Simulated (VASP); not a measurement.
Set up this calculation in VASP 6.6.1, as the native input.

| Property | Result |
| --- | --- |
| Task | single point |
| Functional | BLYP |
| Potentials or basis | VASP PAW PBE potentials, release 64 (As) |
| Cutoff | 500 eV |
| k mesh | 12 × 12 × 12 |
| Occupations | fermi-dirac, width 0.1 eV |
| Spin | no spin polarisation |
| Dipole correction | no |
| Further INCAR settings | ALGO = Normal; EDIFF = 1e-06; NBANDS = 8 |

The structure of As lies in POSCAR:

```
As
1.0
    2.8134901733      0.0000000000      0.0000000000
    0.0000000000      2.8134901733      0.0000000000
    0.0000000000      0.0000000000      2.8134901733
As
1
Direct
    0.0000000000      0.0000000000      0.0000000000
```

This isn't the form of As at room conditions, which is rhombohedral.

The input as run:

INCAR

```
PREC = Accurate
ENCUT = 500
EDIFF = 1E-6
ISMEAR = -1
SIGMA = 0.1
LREAL = F
LASPH = T
NELM = 120
ALGO = Normal
ISIF = 2
LWAVE = F
LCHARG = T
GGA = B5
ALDAX = 1.0
AGGAX = 1.0
AGGAC = 1.0
ALDAC = 0.0
LELF = T
LVHAR = T
NBANDS = 8
GGA_COMPAT = F
```

KPOINTS

```
Automatic mesh
0
Gamma
  12 12 12
```

Potentials or basis: VASP PAW PBE potentials, release 64 (As).

Command:

```console
$ cat potpaw_PBE.64/As/POTCAR > POTCAR
$ mpirun -np 1 vasp_std > vasp.out
```

Results of the run:

```
Pressure               : 0.3 GPa
Band gap on the k mesh : zero (an odd number of electrons rules out a gap without spin polarisation)
```

Caveat: the PAW data sets were made with another functional, which shifts forces and pressure a little.

Wall time 20 s on 1 thread of Intel Xeon 8259CL, on a shared host, peak memory 0.14 GiB.
